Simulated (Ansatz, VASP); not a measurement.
**Two plane-wave programs on AlN**

File INCAR:

```
SYSTEM = AlN
ALGO = Normal ; EDIFF = 1E-6
EDIFFG = -0.01 ; ENCUT = 600
GGA = RP ; IBRION = 2
ISIF = 3 ; ISMEAR = -1
IVDW = 12 ; LASPH = .TRUE.
LCHARG = .FALSE. ; LREAL = .FALSE.
LWAVE = .FALSE. ; NELM = 80
NSW = 60 ; PREC = Accurate
SIGMA = 0.05
```

File KPOINTS:

```
k-points
0
G
  10 10 6
  0 0 0
```

POSCAR

```
AlN
1.0
    3.1130000000      0.0000000000      0.0000000000
   -1.5565000000      2.6959370820      0.0000000000
    0.0000000000      0.0000000000      4.9810000000
Al N
2 2
Direct
    0.6666666667      0.3333333333      0.5000000000
    0.3333333333      0.6666666667      0.0000000000
    0.6666666667      0.3333333333      0.8800000000
    0.3333333333      0.6666666667      0.3800000000
```

input.yaml

```yaml
crystal:
  lattice:
    - [3.113, 0.0, 0.0]
    - [-1.5565, 2.695937082, 0.0]
    - [0.0, 0.0, 4.981]
  atoms:
    - { symbol: Al, position: [0.6666666667, 0.3333333333, 0.5] }
    - { symbol: Al, position: [0.3333333333, 0.6666666667, 0.0] }
    - { symbol: "N", position: [0.6666666667, 0.3333333333, 0.88] }
    - { symbol: "N", position: [0.3333333333, 0.6666666667, 0.38] }
hamiltonian:
  xc: rpbe
  pseudopotentials: { kind: paw }
  dispersion: d3bj
kpoints:
  mp_grid: { grid: [10, 10, 6] }
scf:
  occupations: { method: fermi_dirac, width: 0.05 }
output:
  forces: true
  stress: true
relax:
  f_tol: 0.01
  max_steps: 40
  cell: { stress_tol: 0.05 }
```

Alike in both runs: task relaxation of cell and atoms; functional RPBE; dispersion D3(BJ); k mesh 10 × 10 × 6; occupations fermi-dirac, width 0.05 eV; no spin polarisation.

|  | VASP | Ansatz |
| --- | --- | --- |
| version | VASP 6.6.1 | Ansatz 0.2.0 |
| potentials or method | VASP PAW PBE potentials, release 64 (Al, N) | Ansatz PAW |
| plane-wave cutoff (eV) | 600 | 420 |
| valence electrons in the cell | 16 | 16 |

```tsv
	VASP	Ansatz	Ansatz less VASP
relaxed volume (Å³/atom)	9.72	9.76	+0.035
relaxed cell length with the largest relative difference (Å)	3.047	3.051	+0.0037
```

VASP's potentials were made for PBE, not for RPBE.

Noted on Ansatz's run: the plane-wave basis is chosen anew once the cell has moved, so the energies of steps on either side of that aren't comparable.
